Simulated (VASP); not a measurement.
The system is In2Ru.

```xyz
6
Lattice="0.0000 3.9567 3.9567 3.9567 0.0000 3.9567 3.9567 3.9567 0.0000" Properties=species:S:1:pos:R:3 pbc="T T T"
In    4.9458    4.9458    4.9458
In    4.9458    2.9675    2.9675
In    2.9675    2.9675    4.9458
In    2.9675    4.9458    2.9675
Ru    0.0000    0.0000    0.0000
Ru    1.9783    1.9783    1.9783
```

- Program: VASP 6.6.1
- Task: relaxation of cell and atoms
- Functional: r2SCAN
- Potentials or basis: VASP PAW PBE potentials, release 64 (In_d, Ru_pv)
- Cutoff: 600 eV
- k mesh: 4 × 4 × 4
- Occupations: gaussian, width 0.1 eV
- Spin: no spin polarisation

At the start: pressure -4.9 GPa; volume 20.65 Å³/atom.

Question: How do energy, volume and symmetry change on relaxing?

Answer: Over 3 steps the energy falls by 17.5 meV/atom and the volume is 19.57 Å³/atom (-5.2 %); space group Fd-3m (No. 227, to 0.05 Å).

Step by step:
```
step  energy change (eV)  largest force (eV/Å)  pressure (GPa)  volume (Å³)
   1              0.0000                0.0000           -4.86       123.89
   2             -0.0472                0.0000            4.40       112.99
   3             -0.1051                0.0000            0.00       117.39
```

Final structure:
```cif
data_structure
_symmetry_space_group_name_H-M 'P 1'
_symmetry_Int_Tables_number 1
_cell_length_a 5.4961
_cell_length_b 5.4961
_cell_length_c 5.4961
_cell_angle_alpha 60.000
_cell_angle_beta 60.000
_cell_angle_gamma 60.000
_cell_volume 117.39
loop_
_atom_site_label
_atom_site_type_symbol
_atom_site_fract_x
_atom_site_fract_y
_atom_site_fract_z
_atom_site_occupancy
In1 In 0.62500 0.62500 0.62500 1
In2 In 0.12500 0.62500 0.62500 1
In3 In 0.62500 0.62500 0.12500 1
In4 In 0.62500 0.12500 0.62500 1
Ru1 Ru 0.00000 0.00000 0.00000 1
Ru2 Ru 0.25000 0.25000 0.25000 1
```

Caveat: the PAW data sets were made with another functional, which shifts forces and pressure a little.
